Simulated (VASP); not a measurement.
## AlN: single point with PBE

AlN:

```
CELL_PARAMETERS angstrom
3.17322 0.00000 0.00000
-1.58661 2.74809 0.00000
0.00000 0.00000 4.97800
ATOMIC_POSITIONS crystal
Al 0.33333 0.66667 0.00000
Al 0.66667 0.33333 0.50000
N 0.33333 0.66667 0.38500
N 0.66667 0.33333 0.88500
```

This cell differs from its parent crystal: equal xx and yy strain of +2 %.

| Item | Value |
| --- | --- |
| Program | VASP 6.6.1 |
| Task | single point |
| Functional | PBE |
| Potentials or basis | VASP PAW PBE potentials, release 64 (Al, N) |
| Cutoff | 520 eV |
| k mesh | 11 × 11 × 6 |
| Occupations | fermi-dirac, width 0.02 eV |
| Spin | no spin polarisation |

```
Pressure               : -4.1 GPa
Largest force          : 0.016 eV/Å
Band gap on the k mesh : 3.77 eV
```

Forces in eV/Å, atoms in the order of the input:
```
Al   0.000  0.000 -0.016
Al   0.000  0.000 -0.016
N    0.000  0.000  0.016
N    0.000  0.000  0.016
```

Stress tensor (GPa, compression positive):
```
-6.11  0.00  0.00
 0.00 -6.11  0.00
 0.00  0.00 -0.01
```

Levels at points of the mesh, in eV from the valence-band top:
```
           k point  band 6  band 7  band 8  band 9  band 10  band 11
(0.00, 0.00, 0.00)   -0.36   -0.36    0.00    3.77     6.03    10.33
(0.00, 0.00, 0.50)   -0.72   -0.72   -0.72    5.97     5.97     9.99
```

Run time: 54 s on 1 thread of Intel Xeon 8259CL (shared host), peak memory 0.17 GiB.

Caveat: the cell differs from its parent crystal (equal xx and yy strain of +2 %); the stress differs along the axes, from -6 to -0 GPa. A k mesh can miss the band edges.
